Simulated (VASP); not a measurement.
# SnSe2 (P-3m1) in VASP: settings compared, part 2 of 2

VASP 6.6.1.

**4. Relaxation of cell and atoms, PBE+D3(BJ)**

This run uses another cell than the first one, of 25.73 Å³/atom, 1.004 times its volume.

The input, INCAR:

```
SYSTEM = SnSe2
PREC = Accurate ; ENCUT = 600
EDIFF = 1E-6 ; ISMEAR = 0
SIGMA = 0.01 ; LREAL = .FALSE.
LASPH = .TRUE. ; NELM = 80
ALGO = Normal ; ISIF = 3
LWAVE = .FALSE. ; LCHARG = .FALSE.
GGA = PE ; IVDW = 12
IBRION = 2 ; NSW = 80
EDIFFG = -0.01
```

The input, KPOINTS:

```
Automatic mesh
0
G
  6 6 4
  0 0 0
```

The input, POSCAR:

```
SnSe2
1.0
    3.8110000000      0.0000000000      0.0000000000
   -1.9055000000      3.3004228138      0.0000000000
    0.0000000000      0.0000000000      6.1360000000
Sn Se
1 2
Direct
    0.0000000000      0.0000000000      0.0000000000
    0.3333333333      0.6666666667      0.2490000000
    0.6666666667      0.3333333333      0.7510000000
```

Potentials or basis: VASP PAW PBE potentials, release 64 (Sn_d, Se).

The run is started by

```bash
$ cat potpaw_PBE.64/Sn_d/POTCAR potpaw_PBE.64/Se/POTCAR > POTCAR
$ mpirun -np 1 vasp_std > vasp.out
```

OUTCAR:

```text
SYSTEM = SnSe2
   PREC = Accurate
   ENCUT = 600
   EDIFF = 1E-6
   ISMEAR = 0
   LREAL = .FALSE.
   LASPH = .TRUE.
   NELM = 80
   ISIF = 3
   GGA = PE
   IVDW = 12
   IBRION = 2
   NSW = 80
   EDIFFG = -0.01
 IVDW          = 12

 ion  position               nearest neighbor table
   1  0.000  0.000  0.000-   2 2.68   3 2.68   2 2.68   3 2.68   3 2.68   2 2.68
   2  0.333  0.667  0.249-   1 2.68   1 2.68   1 2.68
   3  0.667  0.333  0.751-   1 2.68   1 2.68   1 2.68

  LATTYP: Found a hexagonal cell.
 ALAT       =     3.8110000000
 C/A-ratio  =     1.6100760955

  Lattice vectors:

 A1 = (   3.8110000000,   0.0000000000,   0.0000000000)
 A2 = (  -1.9055000000,   3.3004228138,   0.0000000000)
 A3 = (   0.0000000000,   0.0000000000,   6.1360000000)

Analysis of symmetry for initial positions (statically):
=====================================================================
 Subroutine PRICEL returns:
 Original cell was already a primitive cell.

 Routine SETGRP: Setting up the symmetry group for a
 hexagonal supercell.

 Subroutine GETGRP returns: Found 12 space group operations
 (whereof 12 operations were pure point group operations)
 out of a pool of 24 trial point group operations.

The static configuration has the point symmetry D_3d.

Analysis of symmetry for dynamics (positions and initial velocities):
=====================================================================
 Subroutine PRICEL returns:
 Original cell was already a primitive cell.

 Routine SETGRP: Setting up the symmetry group for a
 hexagonal supercell.

 Subroutine GETGRP returns: Found 12 space group operations
 (whereof 12 operations were pure point group operations)
 out of a pool of 24 trial point group operations.

The dynamic configuration has the point symmetry D_3d.

 Subroutine INISYM returns: Found 12 space group operations
 (whereof 12 operations are pure point group operations),
 and found     1 'primitive' translations

----------------------------------------------------------------------------------------

                                     Primitive cell

  volume of cell :      77.1781
[... 115 lines left out ...]
   GGA     = PE    functional components
   LHFCALC =     F    Hartree Fock is set to
   AEXX    =    0.0000 exact exchange contribution
   IVDW    =    12    specifies the selected vdW correction
   LEPSILON=     F    determine dielectric tensor
   LRPA    =     F    only Hartree local field effects (RPA)
 conjugate gradient relaxation of ions
 non-spin polarized calculation
 Gauss-broadening in eV      SIGMA  =   0.01
  energy-cutoff  :      600.00
  volume of cell :       77.18
 maximum number of plane-waves:      2604
   NGX = 15   NGY = 15   NGZ = 25

--------------------------------------- Ionic step        1  -------------------------------------------

 number of electron      25.9999991 magnetization

 Free energy of the ion-electron system (eV)
  ---------------------------------------------------
  ext. energy  EPLUGINS =         0.00000000
  ---------------------------------------------------
  free energy    TOTEN  =       -11.73724591 eV

  energy without entropy =      -11.73724591  energy(sigma->0) =      -11.73724591

------------------------ aborting loop because EDIFF is reached ----------------------------------------

 Edisp (eV)   -1.08284

 E8    (eV) :    -0.4736
[... 108 lines left out ...]
  FREE ENERGIE OF THE ION-ELECTRON SYSTEM (eV)
  ---------------------------------------------------
  free  energy   TOTEN  =       -12.8715213841 eV

  energy  without entropy=      -12.8715213841  energy(sigma->0) =      -12.87152138

 E-fermi :   3.9541     XC(G=0):  -9.3703

 val. band max:        3.8895075191   @ k =   0.1667  -0.0000   0.0000
 cond. band min:       4.5893518516   @ k =   0.5000   0.0000   0.5000
 fundamental gap:      0.6998443325
 Fermi energy:         3.9541265220

 k-point     1 :       0.0000    0.0000    0.0000
  band No.  band energies     occupation
      1     -17.3113      2.00000
      2     -17.3113      2.00000
      3     -17.2750      2.00000
      4     -17.2640      2.00000
      5     -17.2640      2.00000
      6      -9.7958      2.00000
[... 457 lines left out ...]
      4     -17.2646      2.00000
      5     -17.2449      2.00000
      6      -7.8232      2.00000
[... 9 lines left out ...]
     16       8.3227      0.00000
     17       9.8509      0.00000

[... ionic steps 4 to 11 ...]

--------------------------------------- Ionic step       12  -------------------------------------------

 number of electron      25.9999996 magnetization

------------------------ aborting loop because EDIFF is reached ----------------------------------------
[... 77 lines left out ...]
--------------------------------------- Ionic step       14  -------------------------------------------

 number of electron      25.9999996 magnetization

 Free energy of the ion-electron system (eV)
  ---------------------------------------------------
  ext. energy  EPLUGINS =         0.00000000
  ---------------------------------------------------
  free energy    TOTEN  =       -11.79643174 eV

  energy without entropy =      -11.79643174  energy(sigma->0) =      -11.79643174

 E-fermi :   4.3963     XC(G=0):  -9.5571

 val. band max:        4.3418852108   @ k =   0.1667  -0.0000   0.0000
 cond. band min:       4.9671381196   @ k =   0.5000   0.0000   0.2500
 fundamental gap:      0.6252529087
 Fermi energy:         4.3962673087

 k-point     1 :       0.0000    0.0000    0.0000
  band No.  band energies     occupation
      1     -16.9873      2.00000
      2     -16.9873      2.00000
      3     -16.9547      2.00000
      4     -16.9431      2.00000
      5     -16.9431      2.00000
      6      -9.5122      2.00000
[... 503 lines left out ...]
  FREE ENERGIE OF THE ION-ELECTRON SYSTEM (eV)
  ---------------------------------------------------
  free  energy   TOTEN  =       -12.8870011032 eV

  energy  without entropy=      -12.8870011032  energy(sigma->0) =      -12.88700110

 reached required accuracy - stopping structural energy minimisation
```

OSZICAR:

```text
N       E                     dE             d eps       ncg     rms          rms(c)
DAV:   1     0.210969676319E+03    0.21097E+03   -0.13654E+04   816   0.193E+03
DAV:   2     0.107027410419E+02   -0.20027E+03   -0.19681E+03   889   0.434E+02
DAV:   3    -0.113647721647E+02   -0.22068E+02   -0.21541E+02  1058   0.127E+02
DAV:   4    -0.119996475812E+02   -0.63488E+00   -0.63425E+00  1008   0.231E+01
[... 114 lines left out ...]
       N       E                     dE             d eps       ncg     rms          rms(c)
DAV:   1    -0.117964584928E+02   -0.44779E-03   -0.77029E-04  1033   0.384E-01    0.273E-02
DAV:   2    -0.117964390879E+02    0.19405E-04   -0.53829E-05  1030   0.114E-01    0.139E-02
DAV:   3    -0.117964322920E+02    0.67959E-05   -0.18409E-05  1019   0.658E-02    0.308E-03
DAV:   4    -0.117964317400E+02    0.55202E-06   -0.10206E-06   434   0.107E-02
  14 F= -.12887001E+02 E0= -.12887001E+02  d E =-.778317E-03
```

CONTCAR:

```text
SnSe2
   1.00000000000000
     3.8425759367877292    0.0000000000000000    0.0000000000000000
    -1.9212879683938646    3.3277683772059303   -0.0000000000000000
    -0.0000000000000001   -0.0000000000000001    6.0071619857488692
  Sn              Se
     1     2
Direct
     0.0000000000000000    0.0000000000000000    0.0000000000000000
     0.3333333332999970    0.6666666667000030    0.2653196736993287
     0.6666666667000030    0.3333333332999970    0.7346803263006711

  0.00000000E+00  0.00000000E+00  0.00000000E+00
  0.00000000E+00  0.00000000E+00  0.00000000E+00
  0.00000000E+00  0.00000000E+00  0.00000000E+00
```

Run time: 2.9 min. Hardware: 1 thread of Intel Xeon 6975P-C (Granite Rapids), shared host; peak memory 0.24 GiB.

What came out:

- Free energy: -12.8870 eV
- Relaxed volume: 25.60 Å³/atom
- Relaxed cell: a = 3.843 Å, b = 3.843 Å, c = 6.007 Å, α = 90.00°, β = 90.00°, γ = 120.00°
- Space group after relaxing (to 0.05 Å): P-3m1 (No. 164)
- Energy gained by relaxing: 22.3 meV/atom
- Ionic steps: 14
- Pressure after relaxing: 0.0 GPa
- Largest force after relaxing: 0.008 eV/Å
- Band gap on the k mesh: 0.63 eV, indirect (least direct gap 0.80 eV)
- Dispersion energy per atom: -0.364 eV

Forces in eV/Å, atoms in the order of the input:
```
Sn   0.000  0.000  0.000
Se   0.000  0.000 -0.008
Se   0.000  0.000  0.008
```

Stress tensor (GPa, compression positive):
```
 0.03  0.00  0.00
 0.00  0.03  0.00
 0.00  0.00 -0.06
```

The path:
```tsv
step	energy change (eV)	largest force (eV/Å)	pressure (GPa)	volume (Å³)
1	0.0000	0.8080	3.36	77.18
2	-0.0188	0.2956	-2.87	83.35
3	-0.0514	0.1595	-0.40	80.51
4	-0.0514	0.1710	-0.32	80.44
5	-0.0549	0.1277	-0.21	79.94
6	-0.0569	0.0759	-0.04	79.35
7	-0.0570	0.0604	0.01	79.18
8	-0.0591	0.0419	-0.06	78.94
9	-0.0639	0.0117	-0.26	78.21
10	-0.0651	0.1142	-0.49	76.72
11	-0.0661	0.0662	-0.37	77.37
12	-0.0660	0.0605	0.50	76.16
13	-0.0669	0.0056	0.05	76.79
14	-0.0669	0.0084	0.00	76.81
```

Final structure:
```
CELL_PARAMETERS angstrom
3.84258 0.00000 0.00000
-1.92129 3.32777 0.00000
0.00000 0.00000 6.00716
ATOMIC_POSITIONS crystal
Sn 0.00000 0.00000 0.00000
Se 0.33333 0.66667 0.26532
Se 0.66667 0.33333 0.73468
```

Caveat: spin-orbit coupling is left out, which moves the levels of the heavy elements. A k mesh can miss the band edges.

**5. Relaxation of cell and atoms, PBE**

This run uses another cell than the first one, of 25.73 Å³/atom, 1.004 times its volume.

The input, INCAR:

```
SYSTEM = SnSe2
  PREC = Accurate
  ENCUT = 600
  EDIFF = 1E-6
  ISMEAR = 0
  SIGMA = 0.01
  LREAL = .FALSE.
  LASPH = .TRUE.
  NELM = 80
  ALGO = Normal
  ISIF = 3
  LWAVE = .FALSE.
  LCHARG = .FALSE.
  GGA = PE
  IBRION = 2
  NSW = 80
  EDIFFG = -0.01
```

The input, KPOINTS:

```
regular mesh
0
G
  6 6 4
  0 0 0
```

POSCAR is that of step 4.

The run is started by

```bash
$ cat potpaw_PBE.64/Sn_d/POTCAR potpaw_PBE.64/Se/POTCAR > POTCAR
$ mpirun -np 1 vasp_std > vasp.out
```

It took 4.1 min on 1 thread of Intel Xeon 6975P-C (Granite Rapids), shared host; peak memory 0.23 GiB.

The run converged. Its results:

- Free energy: -11.8624 eV
- Relaxed volume: 29.98 Å³/atom
- Relaxed cell: a = 3.877 Å, b = 3.877 Å, c = 6.908 Å, α = 90.00°, β = 90.00°, γ = 120.00°
- Space group after relaxing (to 0.05 Å): P-3m1 (No. 164)
- Energy gained by relaxing: 41.7 meV/atom
- Ionic steps: 20
- Pressure after relaxing: 0.0 GPa
- Band gap on the k mesh: 0.70 eV, indirect (least direct gap 1.09 eV)

Step by step:
```
step  energy change (eV)  largest force (eV/Å)  pressure (GPa)  volume (Å³)
   1              0.0000                0.7960            5.67        77.18
   2             -0.0414                0.6356           -3.32        87.80
   3             -0.1093                0.0727            0.01        82.80
   4             -0.1093                0.0580            0.13        82.68
   5             -0.1103                0.0650            0.11        82.81
   6             -0.1129                0.0865            0.13        83.18
   7             -0.1149                0.1294            0.20        83.92
   8             -0.1158                0.1224            0.18        84.12
   9             -0.1181                0.1024            0.12        84.74
  10             -0.1215                0.0614            0.03        85.98
  11             -0.1237                0.0239           -0.10        88.49
  12             -0.1237                0.0148           -0.09        88.21
  13             -0.1244                0.0232            0.04        88.56
  14             -0.1248                0.0370            0.22        89.07
  15             -0.1251                0.0113            0.04        89.80
  16             -0.1251                0.0134            0.02        89.83
  17             -0.1251                0.0122            0.03        89.81
  18             -0.1251                0.0114           -0.01        89.91
  19             -0.1251                0.0109           -0.03        89.97
  20             -0.1251                0.0013            0.03        89.93
```

Final structure:
```xyz
3
Lattice="3.8773 0.0000 0.0000 -1.9386 3.3578 0.0000 0.0000 0.0000 6.9080" Properties=species:S:1:pos:R:3 pbc="T T T"
Sn   -1.9386    3.3578    6.9080
Se    0.0000    2.2385    1.5930
Se    1.9386    1.1193    5.3150
```

Levels at points of the mesh, in eV from the valence-band top:
```
           k point  band 9  band 10  band 11  band 12  band 13  band 14  band 15  band 16  band 17
(0.00, 0.00, 0.00)   -0.47    -0.47    -0.46    -0.13    -0.13     1.06     3.07     4.58     4.58
(0.50, 0.00, 0.00)   -4.14    -2.39    -2.19    -0.80    -0.27     0.94     3.88     5.54     5.68
(0.00, 0.00, 0.50)   -1.52    -0.50    -0.50    -0.08    -0.08     2.00     2.99     4.49     4.49
(0.50, 0.00, 0.50)   -4.29    -2.14    -2.01    -0.62    -0.39     0.70     4.21     4.90     5.77
```

Caveat: the volume moved by over 15 % at a fixed basis, so the end points are rough; spin-orbit coupling is left out, which moves the levels of the heavy elements; this functional lacks dispersion, which binds the layers, so the pressure and a relaxed spacing across them are unreliable; the volume moved by +17 % from the deposited cell, more than functionals usually miss.

**6. The runs side by side**

| task | level | cell | cutoff (eV) | gap on the mesh (eV) | pressure (GPa) | relaxed volume (Å³/atom) | largest force (eV/Å) |
| --- | --- | --- | --- | --- | --- | --- | --- |
| single point | PBE+D3(BJ) | a = 3.842, b = 3.842, c = 6.011 Å, angles 90.0, 90.0, 120.0°, 3 atoms | 520 | 0.63 | 0.1 | - | 0.02 |
| single point | PBE | a = 3.876, b = 3.876, c = 6.916 Å, angles 90.0, 90.0, 120.0°, 3 atoms | 520 | 0.70 | 0.1 | - | 0.01 |
| relaxation of cell and atoms | PBE+D3(BJ) | relaxed from a = 3.811, b = 3.811, c = 6.136 Å, angles 90.0, 90.0, 120.0°, 3 atoms | 600 | 0.63 | 0.0 | 25.60 | 0.01 |
| relaxation of cell and atoms | PBE | relaxed from a = 3.811, b = 3.811, c = 6.136 Å, angles 90.0, 90.0, 120.0°, 3 atoms | 600 | 0.70 | 0.0 | 29.98 | - |

Alike in all rows: potentials or basis VASP PAW PBE potentials, release 64 (Sn_d, Se); no spin polarisation; k mesh 6 × 6 × 4; smearing gaussian 0.01 eV.

Caveats: spin-orbit coupling is left out, which moves the levels of the heavy elements; this functional lacks dispersion, which binds the layers, so the pressure and a relaxed spacing across them are unreliable (some runs); the volume moved by over 15 % at a fixed basis, so the end points are rough (some runs); the volume moved by +17 % from the deposited cell, more than functionals usually miss (some runs).

Total energies depend on the potentials used, so only differences within one code and one set of settings carry meaning.
